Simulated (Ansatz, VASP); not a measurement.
GeCl3: VASP beside Ansatz

```
Ge Cl
1.0
     5.44204    0.00000    0.00000
     0.00000    5.44204    0.00000
     0.00000    0.00000    3.50797
Ge Cl
1 3
Direct
  0.50000 0.50000 0.00000
  0.00000 0.50000 0.00000
  0.50000 0.00000 0.00000
  0.00000 0.00000 0.00000
```

Alike in both runs: functional PBE; k mesh 4 × 4 × 4; occupations gaussian, width 0.1 eV; no spin polarisation.

Ansatz relaxed the structure, and its values are those at the end. VASP's run is a single point on that final structure, the one shown.

|  | VASP | Ansatz |
| --- | --- | --- |
| version | VASP 6.6.1 | Ansatz 0.2.0 |
| potentials or method | VASP PAW PBE potentials, release 64 (Ge_d, Cl), cutoff 520 eV | scalar-relativistic, plane waves, PAW |
| valence electrons in the cell | 35 | 35 |

VASP gave:

* gap on the k mesh at the Fermi level (eV): none
* pressure (GPa): -0.2

Task: What did Ansatz give for the same quantities?

Result: gap on the k mesh at the Fermi level (eV): none; pressure (GPa): -0.1.

A gap of «none» marks a metal or a gap that the smearing closes. The functional is the same, so the differences come from potentials, cutoffs and numerics.

The k mesh is coarse, so the values compare programs but aren't converged.
